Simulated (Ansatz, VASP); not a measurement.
# Two plane-wave programs on Al3Cu

File POSCAR:

```
Al3Cu
1.0
    2.9281894557      0.0000000000      0.0000000000
    0.0000000000      2.9281894557      0.0000000000
    0.0000000000      0.0000000000      6.8123086925
Al Cu
3 1
Direct
    0.0000000000      0.0000000000      0.5000000000
    0.5000000000      0.5000000000      0.2226430006
    0.5000000000      0.5000000000      0.7773569994
    0.0000000000      0.0000000000      0.0000000000
```

File INCAR.step1:

```
ALGO     = Normal         # electronic algorithm
EDIFF    = 1E-4           # SCF threshold, eV
ENCUT    = 520            # plane-wave cutoff, eV
GGA      = PE             # functional
ISMEAR   = 0              # smearing method
LASPH    = True           # aspherical terms in the spheres
LCHARG   = False          # write CHGCAR
LREAL    = False          # projectors in reciprocal space
LWAVE    = True           # write WAVECAR
NBANDS   = 18             # bands
NELM     = 80             # most SCF steps
PREC     = Accurate       # precision mode
SIGMA    = 0.15           # smearing width, eV
```

File INCAR.step2:

```
ALGO     = Normal         # electronic algorithm
EDIFF    = 1E-6           # SCF threshold, eV
ENCUT    = 520            # plane-wave cutoff, eV
ISIF     = 2              # what is computed and relaxed
ISMEAR   = 0              # smearing method
ISTART   = 1            
LASPH    = True           # aspherical terms in the spheres
LCHARG   = True           # write CHGCAR
LELF     = True           # ELF
LMIXTAU  = True         
LREAL    = False          # projectors in reciprocal space
LVHAR    = True         
LWAVE    = False          # write WAVECAR
METAGGA  = R2SCAN         # meta-GGA
NBANDS   = 18             # bands
NELM     = 80             # most SCF steps
PREC     = Accurate       # precision mode
SIGMA    = 0.15           # smearing width, eV
```

File KPOINTS:

```
k-points
0
Gamma
  18 18 8
```

Input for Ansatz:

```yaml
crystal:
  lattice:
    - [2.9281894557, 0.0, 0.0]
    - [0.0, 2.9281894557, 0.0]
    - [0.0, 0.0, 6.8123086925]
  atoms:
    - { symbol: Al, position: [0.0, 0.0, 0.5] }
    - { symbol: Al, position: [0.5, 0.5, 0.2226430006] }
    - { symbol: Al, position: [0.5, 0.5, 0.7773569994] }
    - { symbol: Cu, position: [0.0, 0.0, 0.0] }
basis:
  ecutwfc: 500
kpoints:
  mp_grid: { grid: [18, 18, 8] }
hamiltonian:
  xc: r2scan
scf:
  occupations: { method: gaussian, width: 0.15 }
output:
  forces: true
  stress: true
  eigenvalues: true
```

Alike in both runs: task single point; functional r2SCAN; k mesh 18 × 18 × 8; occupations gaussian, width 0.15 eV; no spin polarisation.

|  | VASP | Ansatz |
| --- | --- | --- |
| version | VASP 6.6.1 | Ansatz 0.2.0 |
| potentials or method | VASP PAW PBE potentials, release 64 (Al, Cu), cutoff 520 eV | scalar-relativistic, plane waves, PAW |
| valence electrons in the cell | 20 | 28 |

```tsv
	VASP	Ansatz	Ansatz less VASP
gap on the k mesh at the Fermi level (eV)	none	none	-
pressure (GPa)	0.1	0.3	+0.20
traceless stress, the component that is largest in VASP (GPa)	4.85	4.96	+0.110
rms of the force components (eV/Å)	0.003	0.009	+0.0064
```

VASP's potentials were made for PBE, not for r2SCAN. Atom by atom the forces differ by 0.006 eV/Å (rms over components). A gap of «none» marks a metal or a gap that the smearing closes. With one functional, cell and mesh, what is left measures potentials, basis and numerics. VASP's potentials hold 20 valence electrons a cell and Ansatz's 28, so a difference there can come from the potentials and not from the codes.
